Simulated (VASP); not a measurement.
**BiS2: single point with PBEsol**

The system is BiS2.

```
Bi S
1.0
     5.92746   -0.00121   -0.55733
     0.00021    6.02883   -0.00125
    -0.34442    0.00065    3.95526
Bi S
2 4
Direct
  0.50095 0.49833 0.50752
  0.00103 0.99837 0.00736
  0.66507 0.06880 0.41248
  0.33694 0.92792 0.60223
  0.16499 0.42797 0.91259
  0.83688 0.56882 0.10238
```

```json
{"Program": "VASP 6.6.1", "Task": "single point", "Functional": "PBEsol", "Potentials or basis": "VASP PAW PBE potentials, release 64 (Bi_d, S)", "Cutoff": "520 eV", "k mesh": "4 × 4 × 4", "Occupations": "fermi-dirac, width 0.05 eV", "Spin": "no spin polarisation"}
```

- Pressure: 0.0 GPa
- Largest force: 0.010 eV/Å
- Band gap on the k mesh: zero (bands 27 and 28 overlap by 2.35 eV)

Forces on the atoms (eV/Å):
```
Bi   0.001  0.000  0.000
Bi  -0.001  0.000  0.000
S   -0.009 -0.004  0.003
S    0.009  0.005 -0.002
S   -0.009  0.004  0.002
S    0.008 -0.005 -0.002
```

Levels at points of the mesh, in eV from the Fermi level:
```csv
k point,band 25,band 26,band 27,band 28,band 29,band 30
"(0.00, 0.00, 0.00)",-1.11,-1.08,-0.72,-0.20,1.56,2.24
"(0.50, 0.00, 0.00)",-1.50,-1.50,1.24,1.24,1.70,1.70
"(0.00, 0.50, 0.00)",-1.38,-1.38,-0.91,-0.91,2.31,2.31
"(0.50, 0.50, 0.00)",-2.00,-2.00,1.04,1.04,1.07,1.07
"(0.00, 0.00, 0.50)",-2.16,-2.16,1.21,1.21,2.59,2.59
"(0.50, 0.00, 0.50)",-1.37,-1.35,-0.20,-0.19,1.70,2.34
"(0.00, 0.50, 0.50)",-2.45,-2.45,1.01,1.01,1.07,1.07
"(0.50, 0.50, 0.50)",-1.29,-1.29,-0.53,-0.53,1.59,1.59
```

Wall time 3.3 min on 1 thread of Intel Xeon 8259CL, on a shared host, peak memory 0.32 GiB.

Caveat: the k points lie up to 0.40 Å⁻¹ apart, too coarse for converged energies and pressures of a metal; the PAW data sets were made with another functional, which shifts forces and pressure a little; spin-orbit coupling is left out, which moves the levels of the heavy elements.
